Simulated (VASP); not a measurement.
# Rb (R-3m) in VASP: single point with PBE

Aim: the single point of Rb with PBE.

All numbers are computed with VASP 6.6.1; they aren't measurements. Logs are shortened: lines on timing, memory, paths and dates and some standing lists are left out, and cuts for length are marked.

**1. The cell of the first run**

Symmetry: R-3m, No. 166, trigonal system. Conventional cell: a = 5.075 Å, b = 5.075 Å, c = 38.067 Å, α = 90.00°, β = 90.00°, γ = 120.00°.

**2. Single point, PBE**

INCAR reads:

```
SYSTEM = Rb
ALGO     = Normal         ! electronic algorithm
EDIFF    = 1E-7           ! SCF threshold, eV
ENCUT    = 520            ! plane-wave cutoff, eV
GGA      = PE             ! functional
ISIF     = 2              ! what is computed and relaxed
ISMEAR   = 1              ! smearing method
LASPH    = .True.         ! aspherical terms in the spheres
LCHARG   = .True.         ! write CHGCAR
LELF     = .True.         ! ELF
LREAL    = .False.        ! projectors in reciprocal space
LVHAR    = .True.       
LWAVE    = .False.        ! write WAVECAR
NBANDS   = 20             ! bands
NELM     = 80             ! most SCF steps
PREC     = Accurate       ! precision mode
SIGMA    = 0.032          ! smearing width, eV
```

KPOINTS reads:

```
k-points
0
Gamma
  3 3 3
  0 0 0
```

POSCAR reads:

```
Rb
1.0
    2.5376398721      1.4651070633     12.6889018100
   -2.5376398721      1.4651070633     12.6889018100
    0.0000000000     -2.9302141265     12.6889018100
Rb
3
Direct
    0.0000000000      0.0000000000      0.0000000000
    0.7776223900      0.7776223900      0.7776223900
    0.2223776100      0.2223776100      0.2223776100
```

Potentials or basis: VASP PAW PBE potentials, release 64 (Rb_sv).

On the command line:

```console
$ cat potpaw_PBE.64/Rb_sv/POTCAR > POTCAR
$ mpirun -np 1 vasp_std > vasp.out
```

OUTCAR:

```text
SYSTEM = Rb
   EDIFF = 1E-7
   ENCUT = 520
   GGA = PE
   ISIF = 2
   ISMEAR = 1
   LASPH = .True.
   LREAL = .False.
   NELM = 80
   PREC = Accurate

 ion  position               nearest neighbor table
   1  0.000  0.000  0.000-   2 5.14   3 5.14   2 5.14   2 5.14   3 5.14   3 5.14
   2  0.778  0.778  0.778-   1 5.14   1 5.14   1 5.14   3 5.16   3 5.16   3 5.16
   3  0.222  0.222  0.222-   1 5.14   1 5.14   1 5.14   2 5.16   2 5.16   2 5.16

  LATTYP: Found a trigonal (rhomboedric) cell.
 ALAT       =    13.0228408564
 COS(alpha) =     0.9240586160

  Lattice vectors:

 A1 = (   2.5376398721,   1.4651070633,  12.6889018100)
 A2 = (  -2.5376398721,   1.4651070633,  12.6889018100)
 A3 = (   0.0000000000,  -2.9302141265,  12.6889018100)

Analysis of symmetry for initial positions (statically):
=====================================================================
 Subroutine PRICEL returns:
 Original cell was already a primitive cell.

 Routine SETGRP: Setting up the symmetry group for a
 trigonal (rhombohedral) supercell.

 Subroutine GETGRP returns: Found 12 space group operations
 (whereof 12 operations were pure point group operations)
 out of a pool of 12 trial point group operations.

The static configuration has the point symmetry D_3d.

Analysis of symmetry for dynamics (positions and initial velocities):
=====================================================================
 Subroutine PRICEL returns:
 Original cell was already a primitive cell.

 Routine SETGRP: Setting up the symmetry group for a
 trigonal (rhombohedral) supercell.

 Subroutine GETGRP returns: Found 12 space group operations
 (whereof 12 operations were pure point group operations)
 out of a pool of 12 trial point group operations.

The dynamic configuration has the point symmetry D_3d.

 Subroutine INISYM returns: Found 12 space group operations
 (whereof 12 operations are pure point group operations),
 and found     1 'primitive' translations

----------------------------------------------------------------------------------------

                                     Primitive cell

  volume of cell :     283.0575

  direct lattice vectors                    reciprocal lattice vectors
     2.537639872  1.465107063 12.688901810     0.197033474  0.113757329  0.026269676
    -2.537639872  1.465107063 12.688901810    -0.197033474  0.113757329  0.026269676
     0.000000000 -2.930214127 12.688901810     0.000000000 -0.227514659  0.026269676

  length of vectors
    13.022840856 13.022840856 13.022840856     0.229026234  0.229026234  0.229026234

  position of ions in fractional coordinates (direct lattice)
     0.000000000  0.000000000  0.000000000
     0.777622390  0.777622390  0.777622390
     0.222377610  0.222377610  0.222377610

  ion indices of the primitive-cell ions
   primitive index   ion index
                 1           1
                 2           2
                 3           3

----------------------------------------------------------------------------------------

 KPOINTS: k-points

Automatic generation of k-mesh.
 Grid dimensions read from file:
 generate k-points for:    3    3    3

 Generating k-lattice:

  Cartesian coordinates                     Fractional coordinates (reciprocal lattice)
     0.065677825  0.037919110  0.008756559     0.333333333  0.000000000  0.000000000
    -0.065677825  0.037919110  0.008756559     0.000000000  0.333333333  0.000000000
     0.000000000 -0.075838220  0.008756559     0.000000000  0.000000000  0.333333333

  Length of vectors
     0.076342078  0.076342078  0.076342078

  Shift w.r.t. Gamma in fractional coordinates (k-lattice)
     0.000000000  0.000000000  0.000000000

 Subroutine IBZKPT returns following result:
 ===========================================

 Found      6 irreducible k-points:

 Following reciprocal coordinates:
            Coordinates               Weight
  0.000000  0.000000  0.000000      1.000000
  0.333333 -0.000000 -0.000000      6.000000
  0.333333  0.333333 -0.000000      6.000000
 -0.333333  0.333333  0.000000      6.000000
  0.333333  0.333333  0.333333      2.000000
 -0.333333  0.333333  0.333333      6.000000
   k-points           NKPTS =      6   k-points in BZ     NKDIM =      6   number of bands    NBANDS=     20
   number of dos      NEDOS =    301   number of ions     NIONS =      3
   total plane-waves  NPLWV = 941192
   dimension x,y,z NGX =    98 NGY =   98 NGZ =   98
   dimension x,y,z NGXF=   196 NGYF=  196 NGZF=  196
   ions per type =               3
   NGX,Y,Z   is equivalent  to a cutoff of  12.51, 12.51, 12.51 a.u.
   NGXF,Y,Z  is equivalent  to a cutoff of  25.02, 25.02, 25.02 a.u.
 SYSTEM =  Rb
   PREC   = accura    normal or accurate (medium, high low for compatibility)
   ISTART =      0    job   : 0-new  1-cont  2-samecut
   ICHARG =      2    charge: 1-file 2-atom 10-const
   ISPIN  =      1    spin polarized calculation?
   LNONCOLLINEAR =      F non collinear calculations
   LSORBIT =      F    spin-orbit coupling
   LASPH  =      T    aspherical Exc in radial PAW
   ENCUT  =  520.0 eV  38.22 Ry    6.18 a.u.  24.21 24.21 24.21*2*pi/ulx,y,z
   NELM   =     80;   NELMIN=  2; NELMDL= -5     # of ELM steps
   EDIFF  = 0.1E-06   stopping-criterion for ELM
   LREAL  =      F    real-space projection
   EDIFFG = 0.1E-05   stopping-criterion for IOM
   NSW    =      0    number of steps for IOM
   IBRION =     -1    ionic relax: 0-MD 1-quasi-New 2-CG
   NFREE  =      0    steps in history (QN), initial steepest desc. (CG)
   ISIF   =      2    stress and relaxation
   ISYM   =      2    0-nonsym 1-usesym 2-fastsym
   POTIM  = 0.5000    time-step for ionic-motion
   TEBEG  =    0.0;   TEEND  =   0.0 temperature during run
   PSTRESS=    0.0 pullay stress
   NELECT =      27.0000    total number of electrons
   NUPDOWN=      -1.0000    fix difference up-down
   EMIN   =  10.00;   EMAX   =-10.00  energy-range for DOS
   EFERMI =   0.00;   METHOD = LEGACY
   ISMEAR =     1;   SIGMA  =   0.03  broadening in eV -4-tet -1-fermi 0-gaus
   EFERMI_NEDOS =   21; number of points for ismear=-14 and -15
   IALGO  =     38    algorithm
   IMIX   =      4    mixing-type and parameters
     AMIX     =   0.40;   BMIX     =  1.00
     AMIX_MAG =   1.60;   BMIX_MAG =  1.00
  volume/ion in A,a.u.               =      94.35       636.72
  Fermi-wavevector in a.u.,A,eV,Ry     =   0.748005  1.413525  7.612617  0.559512
  Thomas-Fermi vector in A             =   1.844192
   LORBIT       =      0    0 simple, 1 ext, 2 COOP (PROOUT), +10 PAW based schemes
   GGA     = PE    functional components
   LHFCALC =     F    Hartree Fock is set to
   AEXX    =    0.0000 exact exchange contribution
   IVDW    =     0    specifies the selected vdW correction
   LEPSILON=     F    determine dielectric tensor
   LRPA    =     F    only Hartree local field effects (RPA)
 non-spin polarized calculation
 Methfessel and Paxton  Order N= 1 SIGMA  =   0.03
  energy-cutoff  :      520.00
  volume of cell :      283.06
 maximum number of plane-waves:      7638
 NGX is ok and might be reduce to    98
   NGX = 49   NGY = 49   NGZ = 49

 number of electron      27.0000000 magnetization

 Free energy of the ion-electron system (eV)
  ---------------------------------------------------
  ext. energy  EPLUGINS =         0.00000000
  ---------------------------------------------------
  free energy    TOTEN  =        -2.93673968 eV

  energy without entropy =       -2.93410922  energy(sigma->0) =       -2.93586286

 E-fermi :  -0.2122     XC(G=0):  -5.3792

 val. band max:       -0.3808947336   @ k =   0.3333   0.3333  -0.0000
 cond. band min:      -0.2099200702   @ k =   0.3333  -0.0000  -0.0000
 fundamental gap:      0.1709746634
 Fermi energy:        -0.2121626361

 k-point     1 :       0.0000    0.0000    0.0000
  band No.  band energies     occupation
      1     -28.9870      2.00000
      2     -28.9850      2.00000
      3     -28.9846      2.00000
      4     -13.0929      2.00000
      5     -13.0918      2.00000
      6     -13.0412      2.00000
[... 12 lines left out ...]
     19       3.3885      0.00000
     20       3.4312      0.00000

 k-point     2 :       0.3333   -0.0000   -0.0000
  band No.  band energies     occupation
      1     -28.9847      2.00000
      2     -28.9835      2.00000
      3     -28.9831      2.00000
      4     -13.1011      2.00000
      5     -13.0981      2.00000
      6     -13.0882      2.00000
[... 12 lines left out ...]
     19       1.9620      0.00000
     20       2.4215      0.00000

 k-point     3 :       0.3333    0.3333   -0.0000
  band No.  band energies     occupation
      1     -28.9846      2.00000
      2     -28.9837      2.00000
      3     -28.9830      2.00000
      4     -13.1015      2.00000
      5     -13.0982      2.00000
      6     -13.0874      2.00000
[... 12 lines left out ...]
     19       2.2434      0.00000
     20       2.5503      0.00000

 k-point     4 :      -0.3333    0.3333    0.0000
  band No.  band energies     occupation
      1     -28.9834      2.00000
      2     -28.9827      2.00000
      3     -28.9827      2.00000
      4     -13.0971      2.00000
      5     -13.0962      2.00000
      6     -13.0907      2.00000
[... 12 lines left out ...]
     19       1.4258      0.00000
     20       1.7795      0.00000

 k-point     5 :       0.3333    0.3333    0.3333
  band No.  band energies     occupation
      1     -28.9867      2.00000
      2     -28.9857      2.00000
      3     -28.9841      2.00000
      4     -13.1093      2.00000
      5     -13.0660      2.00000
      6     -13.0431      2.00000
[... 12 lines left out ...]
     19       3.3773      0.00000
     20       3.3792      0.00000

 k-point     6 :      -0.3333    0.3333    0.3333
  band No.  band energies     occupation
      1     -28.9845      2.00000
      2     -28.9839      2.00000
      3     -28.9829      2.00000
      4     -13.0971      2.00000
      5     -13.0955      2.00000
      6     -13.0887      2.00000
[... 12 lines left out ...]
     19       2.0778      0.00000
     20       2.4753      0.00000

------------------------ aborting loop because EDIFF is reached ----------------------------------------

  FORCE on cell =-STRESS in cart. coord.  units (eV):
  Direction    XX          YY          ZZ          XY          YZ          ZX
  --------------------------------------------------------------------------------------
  -------------------------------------------------------------------------------------
  Total       -0.1159752     -0.1159752     -0.4851873      0.0000000     -0.0000000      0.0000000
  in kB       -0.6564490     -0.6564490     -2.7462837      0.0000000     -0.0000000      0.0000000
  external PRESSURE =      -1.3530606 kB  Pullay stress =       0.0000000 kB

 VOLUME and BASIS-vectors are now :
 -----------------------------------------------------------------------------
  energy-cutoff  :      520.00
  volume of cell :      283.06
      direct lattice vectors                 reciprocal lattice vectors
     2.537639872  1.465107063 12.688901810     0.197033474  0.113757329  0.026269676
    -2.537639872  1.465107063 12.688901810    -0.197033474  0.113757329  0.026269676
     0.000000000 -2.930214127 12.688901810     0.000000000 -0.227514659  0.026269676

 POSITION                                       TOTAL-FORCE (eV/Angst)
 -----------------------------------------------------------------------------------
      0.00000      0.00000      0.00000         0.000000     -0.000000     -0.000000
      0.00000      0.00000     29.60152         0.000000      0.000000      0.003258
      0.00000      0.00000      8.46518         0.000000     -0.000000     -0.003258
 -----------------------------------------------------------------------------------
    total drift:                                0.000000     -0.000000      0.000000

  FREE ENERGIE OF THE ION-ELECTRON SYSTEM (eV)
  ---------------------------------------------------
  free  energy   TOTEN  =        -2.9367396834 eV

  energy  without entropy=       -2.9341092195  energy(sigma->0) =       -2.93586286
```

Wall time 12 min (1 thread of AMD EPYC 7R13, shared host); peak memory 1.4 GiB.

Results:

* Free energy: -2.9367 eV
* Pressure: -0.1 GPa
* Largest force: 0.003 eV/Å

Forces on the atoms (eV/Å):
```
Rb   0.000  0.000  0.000
Rb   0.000  0.000  0.003
Rb   0.000  0.000 -0.003
```

Stress tensor (GPa, compression positive):
```
-0.07  0.00  0.00
 0.00 -0.07  0.00
 0.00  0.00 -0.27
```

Levels at points of the mesh, in eV from the Fermi level:
| k point | band 11 | band 12 | band 13 | band 14 | band 15 | band 16 | band 17 | band 18 |
| --- | --- | --- | --- | --- | --- | --- | --- | --- |
| (0.00, 0.00, 0.00) | -12.82 | -12.82 | -1.78 | -0.70 | -0.69 | 1.76 | 1.76 | 3.59 |

Caveat: the k points lie up to 0.48 Å⁻¹ apart.
